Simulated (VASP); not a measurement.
# SnO in VASP: single point with PBE+D3(BJ)

Aim: the single point of SnO with PBE+D3(BJ).

Everything below comes from runs of VASP 6.6.1. Logs are shortened: lines on timing, memory, paths and dates and some standing lists are left out, and cuts for length are marked.

## Step 1: The cell of the first run

The cell holds a slab with vacuum, 8 atoms: a = 3.820 Å, b = 3.820 Å, c = 22.226 Å, α = 90.00°, β = 90.00°, γ = 90.00°.

## Step 2: Single point, PBE+D3(BJ)

Input file INCAR:

```
SYSTEM = SnO
ALGO = Normal ; DIPOL = 0.5 0.5 0.394
EDIFF = 1E-7 ; ENCUT = 520
GGA = PE ; IDIPOL = 3
ISIF = 2 ; ISMEAR = 0
IVDW = 12 ; LASPH = .True.
LCHARG = .False. ; LDIPOL = .True.
LREAL = .False. ; LWAVE = .False.
NBANDS = 50 ; NELM = 100
PREC = Accurate ; SIGMA = 0.05
```

Input file KPOINTS:

```
k-points
0
Gamma
  7 7 1
  0 0 0
```

Input file POSCAR:

```
SnO
1.0
    3.8201526160      0.0002954389      0.0000000000
   -0.0003145156      3.8201526145      0.0000000000
    0.0000000000      0.0000000000     22.2260756252
Sn O
4 4
Direct
    0.9999453016      0.9999453016      0.2024648920
    0.4999453016      0.4999453016      0.3087831576
    0.7499453016      0.8749453016      0.4797535108
    0.2499453016      0.3749453016      0.5860717765
    0.9999461184      0.4999461184      0.2556240248
    0.4999461184      0.9999461184      0.2556240248
    0.7499461184      0.3749461184      0.5329126436
    0.2499461184      0.8749461184      0.5329126436
```

Potentials or basis: VASP PAW PBE potentials, release 64 (Sn_d, O).

Command:

```sh
cat potpaw_PBE.64/Sn_d/POTCAR potpaw_PBE.64/O/POTCAR > POTCAR
mpirun -np 1 vasp_std > vasp.out
```

OUTCAR:

```text
SYSTEM = SnO
   EDIFF = 1E-7
   ENCUT = 520
   GGA = PE
   ISIF = 2
   ISMEAR = 0
   IVDW = 12
   LASPH = .True.
   LREAL = .False.
   NELM = 100
   PREC = Accurate
 IVDW          = 12

 ion  position               nearest neighbor table
   1  1.000  1.000  0.202-   6 2.25   5 2.25   6 2.25   5 2.25   2 3.59   2 3.59   2 3.59   2 3.59

   2  0.500  0.500  0.309-   5 2.25   6 2.25   5 2.25   6 2.25   1 3.59   1 3.59   1 3.59   1 3.59

   3  0.750  0.875  0.480-   8 2.25   7 2.25   8 2.25   7 2.25   4 3.59   4 3.59   4 3.59   4 3.59

   4  0.250  0.375  0.586-   7 2.25   8 2.25   7 2.25   8 2.25   3 3.59   3 3.59   3 3.59   3 3.59

   5  1.000  0.500  0.256-   2 2.25   1 2.25   2 2.25   1 2.25
   6  0.500  1.000  0.256-   1 2.25   2 2.25   1 2.25   2 2.25
   7  0.750  0.375  0.533-   3 2.25   4 2.25   3 2.25   4 2.25
   8  0.250  0.875  0.533-   3 2.25   4 2.25   3 2.25   4 2.25

  LATTYP: Found a simple tetragonal cell.
 ALAT       =     3.8201526274
 C/A-ratio  =     5.8181119429

  Lattice vectors:

 A1 = (   3.8201526160,   0.0002954389,   0.0000000000)
 A2 = (  -0.0003145156,   3.8201526145,   0.0000000000)
 A3 = (   0.0000000000,   0.0000000000,  22.2260756252)

Analysis of symmetry for initial positions (statically):
=====================================================================
 Subroutine PRICEL returns:
 Original cell was already a primitive cell.

 Routine SETGRP: Setting up the symmetry group for a
 simple tetragonal supercell.

 Subroutine GETGRP returns: Found  2 space group operations
 (whereof  1 operations were pure point group operations)
 out of a pool of 16 trial point group operations.

The static configuration has the point symmetry C_1 .
 The point group associated with its full space group is S_2 .

Analysis of symmetry for dynamics (positions and initial velocities):
=====================================================================
 Subroutine PRICEL returns:
 Original cell was already a primitive cell.

 Routine SETGRP: Setting up the symmetry group for a
 simple tetragonal supercell.

 Subroutine GETGRP returns: Found  2 space group operations
 (whereof  1 operations were pure point group operations)
 out of a pool of 16 trial point group operations.

The dynamic configuration has the point symmetry C_1 .
 The point group associated with its full space group is S_2 .

 Subroutine INISYM returns: Found  2 space group operations
 (whereof  1 operations are pure point group operations),
 and found     1 'primitive' translations

----------------------------------------------------------------------------------------

                                     Primitive cell

  volume of cell :     324.3577

  direct lattice vectors                    reciprocal lattice vectors
     3.820152616  0.000295439  0.000000000     0.261769645  0.000021552  0.000000000
    -0.000314516  3.820152614  0.000000000    -0.000020244  0.261769645  0.000000000
     0.000000000  0.000000000 22.226075625     0.000000000  0.000000000  0.044992198

  length of vectors
     3.820152627  3.820152627 22.226075625     0.261769646  0.261769646  0.044992198

  position of ions in fractional coordinates (direct lattice)
     0.999945302  0.999945302  0.202464892
     0.499945302  0.499945302  0.308783158
     0.749945302  0.874945302  0.479753511
     0.249945302  0.374945302  0.586071776
     0.999946118  0.499946118  0.255624025
     0.499946118  0.999946118  0.255624025
     0.749946118  0.374946118  0.532912644
     0.249946118  0.874946118  0.532912644

  ion indices of the primitive-cell ions
   primitive index   ion index
                 1           1
                 2           2
                 3           3
                 4           4
                 5           5
                 6           6
                 7           7
                 8           8

----------------------------------------------------------------------------------------

 KPOINTS: k-points

Automatic generation of k-mesh.
 Grid dimensions read from file:
 generate k-points for:    7    7    1

 Generating k-lattice:

  Cartesian coordinates                     Fractional coordinates (reciprocal lattice)
     0.037395664  0.000003079  0.000000000     0.142857143 -0.000000000  0.000000000
    -0.000002892  0.037395664  0.000000000     0.000000000  0.142857143  0.000000000
     0.000000000  0.000000000  0.044992198     0.000000000  0.000000000  1.000000000

  Length of vectors
     0.037395664  0.037395664  0.044992198

  Shift w.r.t. Gamma in fractional coordinates (k-lattice)
     0.000000000  0.000000000  0.000000000

 Subroutine IBZKPT returns following result:
 ===========================================

 Found     25 irreducible k-points:

 Following reciprocal coordinates:
            Coordinates               Weight
  0.000000  0.000000  0.000000      1.000000
  0.142857  0.000000  0.000000      2.000000
 -0.000000  0.142857  0.000000      2.000000
  0.285714  0.000000  0.000000      2.000000
  0.000000  0.285714  0.000000      2.000000
  0.428571  0.000000  0.000000      2.000000
[... 16 lines left out ...]
  0.285714  0.428571  0.000000      2.000000
  0.428571  0.428571  0.000000      2.000000
   k-points           NKPTS =     25   k-points in BZ     NKDIM =     25   number of bands    NBANDS=     50
   number of dos      NEDOS =    301   number of ions     NIONS =      8
   total plane-waves  NPLWV = 131712
   dimension x,y,z NGX =    28 NGY =   28 NGZ =  168
   dimension x,y,z NGXF=    56 NGYF=   56 NGZF=  336
   ions per type =               4   4
   NGX,Y,Z   is equivalent  to a cutoff of  12.19, 12.19, 12.57 a.u.
   NGXF,Y,Z  is equivalent  to a cutoff of  24.37, 24.37, 25.13 a.u.
 SYSTEM =  SnO
   PREC   = accura    normal or accurate (medium, high low for compatibility)
   ISTART =      0    job   : 0-new  1-cont  2-samecut
   ICHARG =      2    charge: 1-file 2-atom 10-const
   ISPIN  =      1    spin polarized calculation?
   LNONCOLLINEAR =      F non collinear calculations
   LSORBIT =      F    spin-orbit coupling
   LASPH  =      T    aspherical Exc in radial PAW
   ENCUT  =  520.0 eV  38.22 Ry    6.18 a.u.   7.10  7.10 41.33*2*pi/ulx,y,z
   NELM   =    100;   NELMIN=  2; NELMDL= -5     # of ELM steps
   EDIFF  = 0.1E-06   stopping-criterion for ELM
   LREAL  =      F    real-space projection
   EDIFFG = 0.1E-05   stopping-criterion for IOM
   NSW    =      0    number of steps for IOM
   IBRION =     -1    ionic relax: 0-MD 1-quasi-New 2-CG
   NFREE  =      0    steps in history (QN), initial steepest desc. (CG)
   ISIF   =      2    stress and relaxation
   ISYM   =      2    0-nonsym 1-usesym 2-fastsym
   POTIM  = 0.5000    time-step for ionic-motion
   TEBEG  =    0.0;   TEEND  =   0.0 temperature during run
   PSTRESS=    0.0 pullay stress
   NELECT =      80.0000    total number of electrons
   NUPDOWN=      -1.0000    fix difference up-down
   EMIN   =  10.00;   EMAX   =-10.00  energy-range for DOS
   EFERMI =   0.00;   METHOD = LEGACY
   ISMEAR =     0;   SIGMA  =   0.05  broadening in eV -4-tet -1-fermi 0-gaus
   EFERMI_NEDOS =   21; number of points for ismear=-14 and -15
   IALGO  =     38    algorithm
   IMIX   =      4    mixing-type and parameters
     AMIX     =   0.40;   BMIX     =  1.00
     AMIX_MAG =   1.60;   BMIX_MAG =  1.00
  volume/ion in A,a.u.               =      40.54       273.61
  Fermi-wavevector in a.u.,A,eV,Ry     =   1.026668  1.940121 14.341187  1.054047
  Thomas-Fermi vector in A             =   2.160573
   LORBIT       =      0    0 simple, 1 ext, 2 COOP (PROOUT), +10 PAW based schemes
   GGA     = PE    functional components
   LHFCALC =     F    Hartree Fock is set to
   AEXX    =    0.0000 exact exchange contribution
   IVDW    =    12    specifies the selected vdW correction
   LEPSILON=     F    determine dielectric tensor
   LRPA    =     F    only Hartree local field effects (RPA)
 non-spin polarized calculation
 Gauss-broadening in eV      SIGMA  =   0.05
  energy-cutoff  :      520.00
  volume of cell :      324.36
 maximum number of plane-waves:      8769
   NGX = 15   NGY = 15   NGZ = 83

 dipolmoment           0.000000      0.000000      0.000175 electrons x Angstroem

 number of electron      79.9999971 magnetization

 dipolmoment           0.000000      0.000000     -0.000002 electrons x Angstroem

 Free energy of the ion-electron system (eV)
  ---------------------------------------------------
  ext. energy  EPLUGINS =         0.00000000
  ---------------------------------------------------
  free energy    TOTEN  =       -45.17871502 eV

  energy without entropy =      -45.17871502  energy(sigma->0) =      -45.17871502

 E-fermi :   0.1720     XC(G=0):  -5.2765

 val. band max:       -0.1063351189   @ k =   0.1429   0.0000   0.0000
 cond. band min:       2.2685459870   @ k =  -0.4286   0.4286   0.0000
 fundamental gap:      2.3748811059
 Fermi energy:         0.1719738529

 k-point     1 :       0.0000    0.0000    0.0000
  band No.  band energies     occupation
      1     -21.0603      2.00000
      2     -21.0602      2.00000
      3     -20.7000      2.00000
      4     -20.6999      2.00000
      5     -20.6628      2.00000
      6     -20.6624      2.00000
[... 42 lines left out ...]
     49       5.1589      0.00000
     50       5.2413      0.00000

 k-point     2 :       0.1429    0.0000    0.0000
  band No.  band energies     occupation
      1     -21.0514      2.00000
      2     -21.0512      2.00000
      3     -20.7007      2.00000
      4     -20.7004      2.00000
      5     -20.6644      2.00000
      6     -20.6634      2.00000
[... 42 lines left out ...]
     49       5.3980      0.00000
     50       5.4552      0.00000

 k-point     3 :      -0.0000    0.1429    0.0000
  band No.  band energies     occupation
      1     -21.0514      2.00000
      2     -21.0512      2.00000
      3     -20.7007      2.00000
      4     -20.7005      2.00000
      5     -20.6643      2.00000
      6     -20.6641      2.00000
[... 42 lines left out ...]
     49       5.2950      0.00000
     50       5.4453      0.00000

 k-point     4 :       0.2857    0.0000    0.0000
  band No.  band energies     occupation
      1     -21.0265      2.00000
      2     -21.0262      2.00000
      3     -20.7970      2.00000
      4     -20.7967      2.00000
      5     -20.6686      2.00000
      6     -20.6678      2.00000
[... 999 lines left out ...]
 k-point    23 :       0.2857    0.4286    0.0000
  band No.  band energies     occupation
      1     -20.9956      2.00000
      2     -20.9950      2.00000
      3     -20.9535      2.00000
      4     -20.9527      2.00000
      5     -20.6649      2.00000
      6     -20.6648      2.00000
[... 42 lines left out ...]
     49       5.8649      0.00000
     50       6.1059      0.00000

 k-point    24 :       0.4286    0.4286    0.0000
  band No.  band energies     occupation
      1     -21.0016      2.00000
      2     -21.0007      2.00000
      3     -20.9875      2.00000
      4     -20.9866      2.00000
      5     -20.6667      2.00000
      6     -20.6663      2.00000
[... 42 lines left out ...]
     49       5.9162      0.00000
     50       6.4068      0.00000

 [... further k-points ...]

------------------------ aborting loop because EDIFF is reached ----------------------------------------

 vacuum level on the upper side and lower side of the slab       (xc-potential included)        -0.131        -0.130

 Edisp (eV)   -1.27551

 E8    (eV) :    -0.5646

  FORCE on cell =-STRESS in cart. coord.  units (eV):
  Direction    XX          YY          ZZ          XY          YZ          ZX
  --------------------------------------------------------------------------------------
  -------------------------------------------------------------------------------------
  Total       0.20143     0.26506    -0.19230     0.04686     0.29230     0.32438
  in kB       0.99495     1.30930    -0.94990     0.23146     1.44384     1.60228
  external pressure =        0.45 kB  Pullay stress =        0.00 kB

 VOLUME and BASIS-vectors are now :
 -----------------------------------------------------------------------------
  energy-cutoff  :      520.00
  volume of cell :      324.36
      direct lattice vectors                 reciprocal lattice vectors
     3.820152616  0.000295439  0.000000000     0.261769645  0.000021552  0.000000000
    -0.000314516  3.820152614  0.000000000    -0.000020244  0.261769645  0.000000000
     0.000000000  0.000000000 22.226075625     0.000000000  0.000000000  0.044992198

 POSITION                                       TOTAL-FORCE (eV/Angst)
 -----------------------------------------------------------------------------------
      3.81963      3.82024      4.50000        -0.006406     -0.005732     -0.072564
      1.90971      1.91002      6.86304        -0.031895     -0.033388      0.127211
      2.86463      3.34265     10.66304         0.031895      0.033388     -0.127211
      0.95471      1.43242     13.02608         0.006406      0.005732      0.072564
      3.81979      1.91017      5.68152        -0.037020      0.011506      0.014783
      1.90956      3.82009      5.68152         0.012943     -0.030417      0.013476
      2.86479      1.43257     11.84456        -0.012943      0.030417     -0.013476
      0.95456      3.34250     11.84456         0.037020     -0.011506     -0.014783
 -----------------------------------------------------------------------------------
    total drift:                               -0.013975     -0.013978     -0.000072

  FREE ENERGIE OF THE ION-ELECTRON SYSTEM (eV)
  ---------------------------------------------------
  free  energy   TOTEN  =       -46.4542257024 eV

  energy  without entropy=      -46.4542257024  energy(sigma->0) =      -46.45422570

 vacuum level on the upper side and lower side of the slab         4.807         4.808
```

It took 22 min on 1 thread of Oxide Virtual Turin-like, shared host; peak memory 0.48 GiB.

Results:

```
Free energy                : -46.4542 eV
Largest force              : 0.135 eV/Å
Band gap on the k mesh     : 2.37 eV, indirect (least direct gap 2.49 eV)
Dispersion energy per atom : -0.159 eV
```

Forces in eV/Å, atoms in the order of the input:
```
Sn  -0.006 -0.006 -0.073
Sn  -0.032 -0.033  0.127
Sn   0.032  0.033 -0.127
Sn   0.006  0.006  0.073
O   -0.037  0.012  0.015
O    0.013 -0.030  0.013
O   -0.013  0.030 -0.013
O    0.037 -0.012 -0.015
```

Levels at points of the mesh, in eV from the valence-band top:
| k point | band 38 | band 39 | band 40 | band 41 | band 42 | band 43 |
| --- | --- | --- | --- | --- | --- | --- |
| (0.00, 0.00, 0.00) | -2.04 | -0.77 | -0.03 | 2.46 | 2.76 | 2.77 |

Caveat: spin-orbit coupling is left out, which moves the levels of the heavy elements.
